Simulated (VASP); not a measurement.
A run of VASP 6.6.1:

INCAR

```
SYSTEM = Pt
PREC     = Accurate       ! precision mode
ENCUT    = 600            ! plane-wave cutoff, eV
EDIFF    = 1E-7           ! SCF threshold, eV
ISMEAR   = -1             ! smearing method
SIGMA    = 0.1            ! smearing width, eV
LREAL    = .False.        ! projectors in reciprocal space
LASPH    = .True.         ! aspherical terms in the spheres
NELM     = 80             ! most SCF steps
ALGO     = Normal         ! electronic algorithm
ISIF     = 3              ! what is computed and relaxed
LWAVE    = .False.        ! write WAVECAR
LCHARG   = .False.        ! write CHGCAR
GGA      = PS             ! functional
IBRION   = 2              ! ionic algorithm
NSW      = 32             ! ionic steps
EDIFFG   = -0.005         ! ionic threshold
PSTRESS  = 26.0
```

KPOINTS

```
regular mesh
0
Gamma
  17 17 17
  0 0 0
```

The input POSCAR:

```
Pt
1.0
   -1.5562782642      1.5562782642      1.5562782642
    1.5562782642     -1.5562782642      1.5562782642
    1.5562782642      1.5562782642     -1.5562782642
Pt
1
Direct
    0.0000000000      0.0000000000      0.0000000000
```

Potentials or basis: VASP PAW PBE potentials, release 64 (Pt).

Run with:

```console
$ cat potpaw_PBE.64/Pt/POTCAR > POTCAR
$ mpirun -np 1 vasp_std > vasp.out
```

Hardware: 1 thread of Intel(R) Xeon(R) Platinum 8375C CPU @ 2.90GHz (Ice Lake), with other jobs on the host.

Problem. How long does it take, and how much memory?

Solution. Run time: 26 s on 1 thread of Intel(R) Xeon(R) Platinum 8375C CPU @ 2.90GHz (Ice Lake), with other jobs on the host, peak memory 0.16 GiB. Counts: scf iterations 22, k points 165, ion steps 3.
